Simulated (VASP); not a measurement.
A run of VASP 6.6.1:

INCAR

```
SYSTEM = Sn
PREC     = Accurate       ! precision mode
ENCUT    = 600            ! plane-wave cutoff, eV
EDIFF    = 1E-7           ! SCF threshold, eV
ISMEAR   = -1             ! smearing method
SIGMA    = 0.08           ! smearing width, eV
LREAL    = .FALSE.        ! projectors in reciprocal space
LASPH    = .TRUE.         ! aspherical terms in the spheres
NELM     = 80             ! most SCF steps
ALGO     = Normal         ! electronic algorithm
ISIF     = 3              ! what is computed and relaxed
LWAVE    = .FALSE.        ! write WAVECAR
LCHARG   = .FALSE.        ! write CHGCAR
GGA      = PE             ! functional
IBRION   = 2              ! ionic algorithm
NSW      = 32             ! ionic steps
EDIFFG   = -0.005         ! ionic threshold
PSTRESS  = 1800.0
```

File KPOINTS:

```
regular mesh
0
G
  13 13 13
  0 0 0
```

The input POSCAR:

```
Sn
1.0
    0.0000000000      2.5597355047      2.5597355047
    2.5597355047      0.0000000000      2.5597355047
    2.5597355047      2.5597355047      0.0000000000
Sn
2
Direct
   -0.1250000000     -0.1250000000     -0.1250000000
    0.1250000000      0.1250000000      0.1250000000
```

Potentials or basis: VASP PAW PBE potentials, release 64 (Sn_d).

The run is started by

```bash
$ cat potpaw_PBE.64/Sn_d/POTCAR > POTCAR
$ mpirun -np 1 vasp_std > vasp.out
```

Hardware: 1 thread of Intel(R) Xeon(R) Platinum 8259CL CPU @ 2.50GHz (Skylake/Cascade Lake), with other jobs on the host.

Task: How long does it take, and how much memory?

Result: Run time: 2.6 min on 1 thread of Intel(R) Xeon(R) Platinum 8259CL CPU @ 2.50GHz (Skylake/Cascade Lake), with other jobs on the host, peak memory 0.21 GiB. Counts: scf iterations 33, k points 84, ion steps 3.
